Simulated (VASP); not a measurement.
Here is a VASP 6.6.1 calculation.

File INCAR:

```
  PREC = Accurate
  ENCUT = 520
  EDIFF = 1E-6
  ISMEAR = 0
  SIGMA = 0.1
  LREAL = Auto
  LASPH = T
  NELM = 80
  ALGO = Normal
  ISIF = 2
  LWAVE = F
  LCHARG = T
  LDIPOL = T
  IDIPOL = 3
  DIPOL = 0.5 0.5 0.500
  GGA = PE
  IVDW = 12
  LELF = T
  LVHAR = T
  LVACPOTAV = T
  NBANDS = 108
```

KPOINTS

```
regular mesh
0
Gamma
  4 4 1
```

POSCAR

```
HfN
1.0
    6.3878118647      0.0000000000      0.0000000000
   -3.1939059323      5.5320073494      0.0000000000
    0.0000000000      0.0000000000     22.5195331839
N Hf
12 12
Direct
    0.1666666667      0.3333333333      0.3552471508
    0.1666666667      0.8333333333      0.3552471508
    0.6666666667      0.3333333333      0.3552471508
    0.6666666667      0.8333333333      0.3552471508
    0.5000000000      0.5000000000      0.4710494302
    0.5000000000      0.0000000000      0.4710494302
    0.0000000000      0.5000000000      0.4710494302
    0.0000000000      0.0000000000      0.4710494302
    0.8333333333      0.6666666667      0.5869117409
    0.8333333333      0.1666666667      0.5869117409
    0.3333333333      0.6666666667      0.5869117409
    0.3333333333      0.1666666667      0.5869117409
    0.3333333333      0.1666666667      0.4131482905
    0.3333333333      0.6666666667      0.4131482905
    0.8333333333      0.1666666667      0.4131482905
    0.8333333333      0.6666666667      0.4131482905
    0.6666666667      0.3333333333      0.5312809441
    0.6666666667      0.8333333333      0.5312809441
    0.1666666667      0.3333333333      0.5312809441
    0.1666666667      0.8333333333      0.5312809441
    0.0000000000      0.5000000000      0.6451670343
    0.0000000000      0.0000000000      0.6451670343
    0.5000000000      0.5000000000      0.6451670343
    0.5000000000      0.0000000000      0.6451670343
```

Potentials or basis: VASP PAW PBE potentials, release 64 (N, Hf_pv).

Launch:

```console
$ cat potpaw_PBE.64/N/POTCAR potpaw_PBE.64/Hf_pv/POTCAR > POTCAR
$ mpirun -np 1 vasp_std > vasp.out
```

Task: Predict the band gap on the k mesh.

Result: Zero (bands 90 and 91 overlap by 0.41 eV).

Task: What does it give for the dispersion energy per atom?

Result: -0.264 eV.

Forces in eV/Å, atoms in the order of the input:
```
N    0.000  0.000  4.785
N    0.000  0.000  4.785
N    0.000  0.000  4.785
N    0.000  0.000  4.785
N    0.000  0.000  1.685
N    0.000  0.000  1.685
N    0.000  0.000  1.685
N    0.000  0.000  1.685
N    0.000  0.000 -0.020
N    0.000  0.000 -0.020
N    0.000  0.000 -0.020
N    0.000  0.000 -0.020
Hf   0.000  0.000 -6.368
Hf   0.000  0.000 -6.368
Hf   0.000  0.000 -6.368
Hf   0.000  0.000 -6.368
Hf   0.000  0.000  0.043
Hf   0.000  0.000  0.043
Hf   0.000  0.000  0.043
Hf   0.000  0.000  0.043
Hf   0.000  0.000 -0.125
Hf   0.000  0.000 -0.125
Hf   0.000  0.000 -0.125
Hf   0.000  0.000 -0.125
```

Caveat: spin-orbit coupling is left out, which moves the levels of the heavy elements.
